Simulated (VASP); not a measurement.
Runs of VASP 6.6.1 on Al2O3. The structure is that of space group Pnnm (No. 58), or close to it. The cells are those of the table. 

```tsv
level	potentials or basis	cell	k mesh	gap on the mesh (eV)	pressure (GPa)	largest force (eV/Å)
PBE+D3(BJ)	VASP PAW PBE potentials, release 64 (Al, O)	a = 4.565, b = 9.605, c = 3.013 Å, 10 atoms	6 × 3 × 9	3.48	(a)	0.03
PBEsol+D3(BJ)	VASP PAW PBE potentials, release 64 (Al, O)	a = 4.510, b = 9.543, c = 2.993 Å, 10 atoms	6 × 3 × 9	3.46	0.2	0.05
LDA	VASP PAW LDA potentials, release 64 (Al, O)	a = 4.593, b = 9.573, c = 2.975 Å, 10 atoms	6 × 3 × 9	3.47	(b)	0.09
PBEsol+D4	VASP PAW PBE potentials, release 64 (Al, O)	a = 4.550, b = 9.581, c = 2.995 Å, 10 atoms	5 × 3 × 7	3.45	0.2	0.05
```

Alike in all rows: task single point; no spin polarisation; cutoff (eV) 520; smearing fermi-dirac 0.05 eV.

Task: Estimate the missing entries.

Result: (a) 0.0; (b) 0.8.

Caveats: the PAW data sets were made with another functional, which shifts forces and pressure a little (some runs).

A k mesh can miss the band edges.
